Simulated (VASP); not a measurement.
**Al: single point with r2SCAN**

Al:

```
CELL_PARAMETERS angstrom
0.00000 2.04858 2.04858
2.04858 0.00000 2.04858
2.04858 2.04858 0.00000
ATOMIC_POSITIONS crystal
Al 0.00000 0.00000 0.00000
```

```
Program                : VASP 6.6.1
Task                   : single point
Functional             : r2SCAN
Potentials or basis    : VASP PAW PBE potentials, release 64 (Al)
Cutoff                 : 520 eV
k mesh                 : 22 × 22 × 22
Occupations            : fermi-dirac, width 0.1 eV
Spin                   : no spin polarisation
Dipole correction      : no
Further INCAR settings : ALGO = Normal; EDIFF = 1e-07; NBANDS = 8
```

| Property | Result |
| --- | --- |
| Pressure | -6.2 GPa |
| Band gap on the k mesh | zero (an odd number of electrons rules out a gap without spin polarisation) |

Levels at points of the mesh, in eV from the Fermi level:
```
           k point  band 1  band 2  band 3  band 4  band 5  band 6
(0.00, 0.00, 0.00)  -11.54   13.10   13.10   13.10   14.67   14.67
(0.50, 0.00, 0.00)   -4.82   -4.47   11.87   11.87   11.90   11.90
(0.50, 0.50, 0.00)   -3.05   -1.62    5.47    5.81    5.81    9.51
```

Wall time 52 s on 1 thread of Intel(R) Xeon(R) 6975P-C (Granite Rapids), with other jobs on the host, peak memory 0.16 GiB.

Caveat: the cell stands under tension; the PAW data sets were made with another functional, which shifts forces and pressure a little.
